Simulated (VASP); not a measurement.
Input of a VASP 6.6.1 run:

The input INCAR:

```
ALGO = Normal
EDIFF = 1E-6
ENCUT = 520
GGA = RP
ISIF = 2
ISMEAR = -1
LASPH = T
LCHARG = F
LREAL = F
LWAVE = F
NBANDS = 22
NELM = 100
PREC = Accurate
SIGMA = 0.1
```

Contents of KPOINTS:

```
k-points
0
Gamma
  6 6 8
```

The input POSCAR:

```
Ba
1.0
    7.4040688562      0.0000000000      0.0000000000
   -3.7020344281      6.4121117208      0.0000000000
    0.0000000000      0.0000000000      4.3987586462
Ba
3
Direct
    1.0000000000      0.0000000000      1.0000000000
    0.3333333333      0.6666666667      0.5000000000
    0.6666666667      0.3333333333      0.5000000000
```

Potentials or basis: VASP PAW PBE potentials, release 64 (Ba_sv).

Run with:

```bash
$ cat potpaw_PBE.64/Ba_sv/POTCAR > POTCAR
$ mpirun -np 1 vasp_std > vasp.out
```

Predict the pressure.

0.0 GPa.

Estimate the band gap on the k mesh.

zero (bands 15 and 16 overlap by 0.63 eV).

Caveat: the PAW data sets were made with another functional, which shifts forces and pressure a little; spin-orbit coupling is left out, which moves the levels of the heavy elements.
